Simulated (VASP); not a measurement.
HgTe:

```
CELL_PARAMETERS angstrom
0.00000 3.19048 3.41966
3.19048 0.00000 3.41966
3.19048 3.19048 0.00000
ATOMIC_POSITIONS crystal
Hg 0.00000 0.00000 0.00000
Te 0.25000 0.25000 0.25000
```

This cell differs from its parent crystal: epitaxial xy strain -3.0%.

Base run:

| Property | Result |
| --- | --- |
| Program | VASP 6.6.1 |
| Functional | PBE |
| Potentials or basis | VASP PAW PBE potentials, release 64 (Hg, Te) |
| Cutoff | 520 eV |
| k mesh | 6 × 6 × 6 |
| Occupations | fermi-dirac, width 0.02 eV |
| Spin | no spin polarisation |

Its results: band gap on the k mesh zero (filled and empty bands touch); pressure 2.2 GPa.

Q: The run is repeated on the same cell with these changes: functional from PBE to HSE06; k mesh from 6 × 6 × 6 to 4 × 4 × 4. What comes out?

A: Band gap on the k mesh zero (filled and empty bands touch); pressure 0.9 GPa.

Several settings changed at once, so the effect can't be laid on one alone.

Caveats: some runs use coarse meshes; spin-orbit coupling is left out, which moves the levels of the heavy elements; the PAW data sets were made with another functional, which shifts forces and pressure a little (some runs).
